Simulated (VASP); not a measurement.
Wanted: the native input for a VASP 6.6.1 run.

```
Task                   : relaxation of cell and atoms
Functional             : PBE
Potentials or basis    : VASP PAW PBE potentials, release 64 (P, O)
Cutoff                 : 600 eV
k mesh                 : 6 × 6 × 4
Occupations            : gaussian, width 0.1 eV
Spin                   : no spin polarisation
Dipole correction      : no
Further INCAR settings : ALGO = Normal; EDIFF = 1e-06; IBRION = 2; EDIFFG = -0.04; NSW = 90; ISIF = 3
```

The structure of P3O2 lies in POSCAR:

```
P3O2
1.0
    3.6460123318      0.0000000000      0.0000000000
   -1.8230061659      3.1575393018      0.0000000000
    0.0000000000      0.0000000000      5.6726029426
P O
3 2
Direct
    0.0000000000      0.0000000000      0.0000000000
    0.3333333333      0.6666666667      0.6450000000
    0.6666666667      0.3333333333      0.3550000000
    0.3333333333      0.6666666667      0.2450000000
    0.6666666667      0.3333333333      0.7550000000
```

One way to write it, as run:

INCAR

```
ALGO     = Normal         # electronic algorithm
EDIFF    = 1E-6           # SCF threshold, eV
EDIFFG   = -0.04          # ionic threshold
ENCUT    = 600            # plane-wave cutoff, eV
GGA      = PE             # functional
IBRION   = 2              # ionic algorithm
ISIF     = 3              # what is computed and relaxed
ISMEAR   = 0              # smearing method
LASPH    = True           # aspherical terms in the spheres
LCHARG   = False          # write CHGCAR
LREAL    = False          # projectors in reciprocal space
LWAVE    = False          # write WAVECAR
NELM     = 60             # most SCF steps
NSW      = 90             # ionic steps
PREC     = Accurate       # precision mode
SIGMA    = 0.1            # smearing width, eV
```

KPOINTS

```
k-points
0
Gamma
  6 6 4
```

Potentials or basis: VASP PAW PBE potentials, release 64 (P, O).

Run with:

```sh
$ cat potpaw_PBE.64/P/POTCAR potpaw_PBE.64/O/POTCAR > POTCAR
$ mpirun -np 1 vasp_std > vasp.out
```

It gave:

| Quantity | Value |
| --- | --- |
| Relaxed volume | 13.44 Å³/atom |
| Relaxed cell | a = 3.111 Å, b = 3.111 Å, c = 8.018 Å, α = 90.00°, β = 90.00°, γ = 120.00° |
| Space group after relaxing (to 0.1 Å) | P-3m1 (No. 164) |
| Energy gained by relaxing | 1286.9 meV/atom |
| Ionic steps | 38 |
| Pressure after relaxing | -0.1 GPa |
| Largest force after relaxing | 0.031 eV/Å |
| Band gap on the k mesh | zero (an odd number of electrons rules out a gap without spin polarisation) |

Caveat: a cell axis changed by over 15 % at a fixed basis, so the end point is rough; an odd number of electrons without spin polarisation forces a metal; a magnetic or distorted state may lie lower.

Run time: 7.7 min on 1 thread of Intel(R) Xeon(R) 6975P-C (Granite Rapids), with other jobs on the host, peak memory 0.21 GiB.
